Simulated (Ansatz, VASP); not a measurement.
## ZnO: VASP beside Ansatz

```
Zn O
1.0
     3.24940    0.00000    0.00000
    -1.62470    2.81406    0.00000
     0.00000    0.00000    5.04769
Zn O
2 2
Direct
  0.33333 0.66667 0.00000
  0.66667 0.33333 0.50000
  0.33333 0.66667 0.38210
  0.66667 0.33333 0.88210
```

Change from the starting cell: zz strain of -3 %, PAW files.

Alike in both runs: task electric field gradients; functional LDA; k mesh 11 × 11 × 6; occupations fermi-dirac, width 0.02 eV; no spin polarisation.

```csv
,VASP,Ansatz
version,VASP 6.6.1,Ansatz 0.2.0
potentials or method,"VASP PAW LDA potentials, release 64 (Zn, O_h)","PAW with Ansatz's default frozen-core files, scalar-relativistic"
plane-wave cutoff (eV),1000,420
valence electrons in the cell,36,36
```

|  | VASP | Ansatz | Ansatz less VASP |
| --- | --- | --- | --- |
| gap on the k mesh at the Fermi level (eV) | 0.83 | 0.82 | -0.010 |
| rms of the force components (eV/Å) | 0.156 | 0.145 | -0.0109 |
| size of Vzz on the site where it differs most (V/Å²) | 7.5 | 6.5 | -1.08 |

LDA's correlation is that of Perdew and Zunger in VASP and of Perdew and Wang (1992) in Ansatz. Atom by atom the forces differ by 0.011 eV/Å (rms over components).
